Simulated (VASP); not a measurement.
Runs of VASP 6.6.1 on Ge. The structure is orthorhombic, space group Fmmm (No. 69). The conventional cell has a = 5.261 Å, b = 5.771 Å, c = 10.231 Å, α = 90.00°, β = 90.00°, γ = 90.00°. Ge (site symmetry mm2) has 12 Ge at 2.71 to 3.69 Å within 3.7 Å. Ge (site symmetry m2m) has 8 Ge at 2.61 to 3.17 Å within 3.4 Å. 

```tsv
smearing	gap on the mesh (eV)	pressure (GPa)	largest force (eV/Å)
methfessel-paxton 0.2 eV	none	(a)	0.01
methfessel-paxton 0.3 eV	none	-3.5	0.03
methfessel-paxton 0.1 eV	none	-3.5	0.01
methfessel-paxton 0.5 eV	none	-3.6	0.05
```

Alike in all rows: task single point; level PBEsol; potentials or basis VASP PAW PBE potentials, release 64 (Ge_d); no spin polarisation; cell as given; k mesh 6 × 6 × 6; cutoff (eV) 520.

Q: Estimate the missing entries.

A: (a) -3.3.

Caveats: the cell stands under tension; the PAW data sets were made with another functional, which shifts forces and pressure a little; so wide a smearing shifts energies and pressures (at least some runs).

A k mesh can miss the band edges, and the runs leave out spin-orbit coupling on Ge.

A gap of «none» marks levels without a gap at the run's occupations.
